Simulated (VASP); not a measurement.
Runs of VASP 6.6.1 on KBr. The structure is that of space group Pm-3m (No. 221), or close to it. The cells are those of the table. 

```tsv
cell	gap on the mesh (eV)	pressure (GPa)
a = 4.123 Å, 2 atoms	3.32	-3.1
a = 4.016 Å, 2 atoms	3.54	-2.4
a = 4.043 Å, 2 atoms	3.48	-2.6
a = 4.097 Å, 2 atoms	(c)	-3.0
a = 3.961 Å, 2 atoms	(a)	(b)
a = 4.070 Å, 2 atoms	3.42	-2.9
a = 3.989 Å, 2 atoms	3.60	-2.1
```

Alike in all rows: task single point; level LDA; potentials or basis VASP PAW LDA potentials, release 64 (K_sv, Br); no spin polarisation; k mesh 6 × 6 × 6; cutoff (eV) 500; smearing gaussian 0.01 eV.

Estimate the missing entries.

(a) 3.67; (b) -1.9; (c) 3.37.

A k mesh can miss the band edges, and the runs leave out spin-orbit coupling on Br.
